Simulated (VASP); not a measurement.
# Tl (Im-3m) in VASP: single point with r2SCAN

Aim: the single point of Tl with r2SCAN.

Everything below comes from runs of VASP 6.6.1. Logs are shortened: lines on timing, memory, paths and dates and some standing lists are left out, and cuts for length are marked.

## (1) The cell of the first run

Symmetry: Im-3m, No. 229, cubic system. Conventional cell: a = 3.919 Å, b = 3.919 Å, c = 3.919 Å, α = 90.00°, β = 90.00°, γ = 90.00°. Tl (site symmetry m-3m) has 14 Tl at 3.39 to 3.92 Å within 4.5 Å.

## (2) Single point, r2SCAN

File POSCAR:

```
Tl
1.0
   -1.9595672377      1.9595672377      1.9595672377
    1.9595672377     -1.9595672377      1.9595672377
    1.9595672377      1.9595672377     -1.9595672377
Tl
1
Direct
    0.0000000000      0.0000000000      0.0000000000
```

File INCAR.step1:

```
  PREC = Accurate
  ENCUT = 550
  ISMEAR = -1
  SIGMA = 0.1
  LREAL = False
  LASPH = True
  NELM = 120
  NBANDS = 12
  GGA = PE
  ALGO = Normal
  EDIFF = 1E-5
  LWAVE = True
  LCHARG = False
  GGA_COMPAT = False
```

File INCAR.step2:

```
  PREC = Accurate
  ENCUT = 550
  EDIFF = 1E-6
  ISMEAR = -1
  SIGMA = 0.1
  LREAL = False
  LASPH = True
  NELM = 120
  ALGO = Normal
  ISIF = 2
  LWAVE = False
  LCHARG = False
  METAGGA = R2SCAN
  LMIXTAU = True
  NBANDS = 12
  ISTART = 1
  GGA_COMPAT = False
```

File KPOINTS:

```
regular mesh
0
Gamma
  6 6 6
```

Potentials or basis: VASP PAW PBE potentials, release 64 (Tl_d).

Command:

```bash
> cat potpaw_PBE.64/Tl_d/POTCAR > POTCAR
> cp INCAR.step1 INCAR
> mpirun -np 1 vasp_std > vasp.out
> cp INCAR.step2 INCAR
> mpirun -np 1 vasp_std > vasp.out
```

OUTCAR:

```text
PREC = Accurate
   ENCUT = 550
   EDIFF = 1E-6
   ISMEAR = -1
   LREAL = False
   LASPH = True
   NELM = 120
   ISIF = 2
   METAGGA = R2SCAN
   ISTART = 1

 ion  position               nearest neighbor table
   1  0.000  0.000  0.000-

  LATTYP: Found a body centered cubic cell.
 ALAT       =     3.9191344754

  Lattice vectors:

 A1 = (  -1.9595672377,   1.9595672377,   1.9595672377)
 A2 = (   1.9595672377,  -1.9595672377,   1.9595672377)
 A3 = (   1.9595672377,   1.9595672377,  -1.9595672377)

Analysis of symmetry for initial positions (statically):
=====================================================================
 Subroutine PRICEL returns:
 Original cell was already a primitive cell.

 Routine SETGRP: Setting up the symmetry group for a
 body centered cubic supercell.

 Subroutine GETGRP returns: Found 48 space group operations
 (whereof 48 operations were pure point group operations)
 out of a pool of 48 trial point group operations.

The static configuration has the point symmetry O_h .

Analysis of symmetry for dynamics (positions and initial velocities):
=====================================================================
 Subroutine PRICEL returns:
 Original cell was already a primitive cell.

 Routine SETGRP: Setting up the symmetry group for a
 body centered cubic supercell.

 Subroutine GETGRP returns: Found 48 space group operations
 (whereof 48 operations were pure point group operations)
 out of a pool of 48 trial point group operations.

The dynamic configuration has the point symmetry O_h .

 Subroutine INISYM returns: Found 48 space group operations
 (whereof 48 operations are pure point group operations),
 and found     1 'primitive' translations

----------------------------------------------------------------------------------------

                                     Primitive cell

  volume of cell :      30.0982

  direct lattice vectors                    reciprocal lattice vectors
    -1.959567238  1.959567238  1.959567238     0.000000000  0.255158379  0.255158379
     1.959567238 -1.959567238  1.959567238     0.255158379  0.000000000  0.255158379
     1.959567238  1.959567238 -1.959567238     0.255158379  0.255158379  0.000000000

  length of vectors
     3.394070017  3.394070017  3.394070017     0.360848440  0.360848440  0.360848440

  position of ions in fractional coordinates (direct lattice)
     0.000000000  0.000000000  0.000000000

  ion indices of the primitive-cell ions
   primitive index   ion index
                 1           1

----------------------------------------------------------------------------------------

 KPOINTS: regular mesh

Automatic generation of k-mesh.
 Grid dimensions read from file:
 generate k-points for:    6    6    6

 Generating k-lattice:

  Cartesian coordinates                     Fractional coordinates (reciprocal lattice)
     0.000000000  0.042526397  0.042526397     0.166666667  0.000000000  0.000000000
     0.042526397  0.000000000  0.042526397     0.000000000  0.166666667  0.000000000
     0.042526397  0.042526397  0.000000000     0.000000000  0.000000000  0.166666667

  Length of vectors
     0.060141407  0.060141407  0.060141407

  Shift w.r.t. Gamma in fractional coordinates (k-lattice)
     0.000000000  0.000000000  0.000000000

 Subroutine IBZKPT returns following result:
 ===========================================

 Found     16 irreducible k-points:

 Following reciprocal coordinates:
            Coordinates               Weight
  0.000000  0.000000  0.000000      1.000000
  0.166667  0.000000  0.000000     12.000000
  0.333333  0.000000  0.000000     12.000000
  0.500000  0.000000  0.000000      6.000000
  0.166667  0.166667  0.000000     24.000000
  0.333333  0.166667  0.000000     48.000000
[... 8 lines left out ...]
  0.500000  0.500000  0.333333     12.000000
  0.500000  0.500000  0.500000      1.000000
   k-points           NKPTS =     16   k-points in BZ     NKDIM =     16   number of bands    NBANDS=     12
   number of dos      NEDOS =    301   number of ions     NIONS =      1
   total plane-waves  NPLWV =  21952
   dimension x,y,z NGX =    28 NGY =   28 NGZ =   28
   dimension x,y,z NGXF=    56 NGYF=   56 NGZF=   56
   ions per type =               1
   NGX,Y,Z   is equivalent  to a cutoff of  13.71, 13.71, 13.71 a.u.
   NGXF,Y,Z  is equivalent  to a cutoff of  27.43, 27.43, 27.43 a.u.
 SYSTEM =  unknown system
   PREC   = accura    normal or accurate (medium, high low for compatibility)
   ISTART =      1    job   : 0-new  1-cont  2-samecut
   ICHARG =      0    charge: 1-file 2-atom 10-const
   ISPIN  =      1    spin polarized calculation?
   LNONCOLLINEAR =      F non collinear calculations
   LSORBIT =      F    spin-orbit coupling
   LASPH  =      T    aspherical Exc in radial PAW
   ENCUT  =  550.0 eV  40.42 Ry    6.36 a.u.   6.49  6.49  6.49*2*pi/ulx,y,z
   NELM   =    120;   NELMIN=  2; NELMDL=  0     # of ELM steps
   EDIFF  = 0.1E-05   stopping-criterion for ELM
   LREAL  =      F    real-space projection
   EDIFFG = 0.1E-04   stopping-criterion for IOM
   NSW    =      0    number of steps for IOM
   IBRION =     -1    ionic relax: 0-MD 1-quasi-New 2-CG
   NFREE  =      0    steps in history (QN), initial steepest desc. (CG)
   ISIF   =      2    stress and relaxation
   ISYM   =      2    0-nonsym 1-usesym 2-fastsym
   POTIM  = 0.5000    time-step for ionic-motion
   TEBEG  =    0.0;   TEEND  =   0.0 temperature during run
   PSTRESS=    0.0 pullay stress
   NELECT =      13.0000    total number of electrons
   NUPDOWN=      -1.0000    fix difference up-down
   EMIN   =  10.00;   EMAX   =-10.00  energy-range for DOS
   EFERMI =   0.00;   METHOD = LEGACY
   ISMEAR =    -1;   SIGMA  =   0.10  broadening in eV -4-tet -1-fermi 0-gaus
   EFERMI_NEDOS =   21; number of points for ismear=-14 and -15
   IALGO  =     38    algorithm
   IMIX   =      4    mixing-type and parameters
     AMIX     =   0.40;   BMIX     =  1.00
     AMIX_MAG =   1.60;   BMIX_MAG =  1.00
  volume/ion in A,a.u.               =      30.10       203.11
  Fermi-wavevector in a.u.,A,eV,Ry     =   1.237492  2.338521 20.835782  1.531387
  Thomas-Fermi vector in A             =   2.372057
   LORBIT       =      0    0 simple, 1 ext, 2 COOP (PROOUT), +10 PAW based schemes
   METAGGA = R2SCAN    functional components
   LHFCALC =     F    Hartree Fock is set to
   AEXX    =    0.0000 exact exchange contribution
   IVDW    =     0    specifies the selected vdW correction
   LEPSILON=     F    determine dielectric tensor
   LRPA    =     F    only Hartree local field effects (RPA)
 non-spin polarized calculation
  energy-cutoff  :      550.00
  volume of cell :       30.10
 maximum number of plane-waves:       935
 NGX is ok and might be reduce to    28
   NGX = 13   NGY = 13   NGZ = 13

 number of electron      13.0000004 magnetization

 Free energy of the ion-electron system (eV)
  ---------------------------------------------------
  ext. energy  EPLUGINS =         0.00000000
  ---------------------------------------------------
  free energy    TOTEN  =       -53.17668380 eV

  energy without entropy =      -53.14945237  energy(sigma->0) =      -53.16306808

 E-fermi :   5.8913     XC(G=0): -10.5410

 val. band max:        5.8482092692   @ k =  -0.3333   0.5000   0.1667
 cond. band min:       6.0404601060   @ k =   0.5000   0.5000   0.3333
 fundamental gap:      0.1922508368
 Fermi energy:         5.8912976288

 k-point     1 :       0.0000    0.0000    0.0000
  band No.  band energies     occupation
      1      -6.1593      2.00000
      2      -6.1593      2.00000
      3      -6.1593      2.00000
      4      -5.7636      2.00000
      5      -5.7636      2.00000
      6      -4.0844      2.00000
      7      16.6013      0.00000
      8      16.6013      0.00000
      9      16.6013      0.00000
     10      18.9409      0.00000
     11      18.9409      0.00000
     12      18.9409      0.00000

 k-point     2 :       0.1667    0.0000    0.0000
  band No.  band energies     occupation
      1      -6.2007      2.00000
      2      -6.1401      2.00000
      3      -6.0048      2.00000
      4      -5.8031      2.00000
      5      -5.7645      2.00000
      6      -3.4505      2.00000
      7      12.3020      0.00000
      8      14.8897      0.00000
      9      15.5348      0.00000
     10      17.5363      0.00000
     11      18.3746      0.00000
     12      19.1526      0.00000

 k-point     3 :       0.3333    0.0000    0.0000
  band No.  band energies     occupation
      1      -6.2824      2.00000
      2      -6.2079      2.00000
      3      -5.8126      2.00000
      4      -5.7650      2.00000
      5      -5.6771      2.00000
      6      -1.5268      2.00000
      7       6.8808      0.00010
      8      12.6678      0.00000
      9      13.9393      0.00000
     10      16.5718      0.00000
     11      17.7312      0.00000
     12      20.9690      0.00000
[... 166 lines left out ...]
 k-point    15 :       0.5000    0.5000    0.3333
  band No.  band energies     occupation
      1      -6.2486      2.00000
      2      -6.2059      2.00000
      3      -5.7716      2.00000
      4      -5.6849      2.00000
      5      -5.5505      2.00000
      6       2.5391      2.00000
      7       6.0405      0.36736
      8       8.3000      0.00000
      9       9.4299      0.00000
     10      14.1102      0.00000
     11      15.0105      0.00000
     12      23.3619      0.00000

 k-point    16 :       0.5000    0.5000    0.5000
  band No.  band energies     occupation
      1      -6.3334      2.00000
      2      -6.3334      2.00000
      3      -5.5664      2.00000
      4      -5.5664      2.00000
      5      -5.5664      2.00000
      6       3.9965      2.00000
      7       7.5020      0.00000
      8       7.5020      0.00000
      9       7.5020      0.00000
     10      12.7979      0.00000
     11      12.7979      0.00000
     12      24.9097      0.00000

------------------------ aborting loop because EDIFF is reached ----------------------------------------

  FORCE on cell =-STRESS in cart. coord.  units (eV):
  Direction    XX          YY          ZZ          XY          YZ          ZX
  --------------------------------------------------------------------------------------
  -------------------------------------------------------------------------------------
  Total        0.0095776      0.0095776      0.0095776      0.0000000      0.0000000      0.0000000
  in kB        0.5098324      0.5098324      0.5098324      0.0000000      0.0000000      0.0000000
  external PRESSURE =       0.5098324 kB  Pullay stress =       0.0000000 kB

 VOLUME and BASIS-vectors are now :
 -----------------------------------------------------------------------------
  energy-cutoff  :      550.00
  volume of cell :       30.10
      direct lattice vectors                 reciprocal lattice vectors
    -1.959567238  1.959567238  1.959567238     0.000000000  0.255158379  0.255158379
     1.959567238 -1.959567238  1.959567238     0.255158379  0.000000000  0.255158379
     1.959567238  1.959567238 -1.959567238     0.255158379  0.255158379  0.000000000

 POSITION                                       TOTAL-FORCE (eV/Angst)
 -----------------------------------------------------------------------------------
      0.00000      0.00000      0.00000         0.000000     -0.000000      0.000000
 -----------------------------------------------------------------------------------
    total drift:                               -0.000000     -0.000000     -0.000000

  FREE ENERGIE OF THE ION-ELECTRON SYSTEM (eV)
  ---------------------------------------------------
  free  energy   TOTEN  =       -53.1766837974 eV

  energy  without entropy=      -53.1494523678  energy(sigma->0) =      -53.16306808
```

Run time: 44 s. Hardware: 1 thread of Intel Xeon 8259CL, shared host; peak memory 0.16 GiB.

What came out:

```
Free energy : -53.1767 eV
Pressure    : 0.1 GPa
```

Caveat: the k points lie up to 0.38 Å⁻¹ apart; the PAW data sets were made with another functional, which shifts forces and pressure a little; spin-orbit coupling is left out, which moves the levels of the heavy elements.
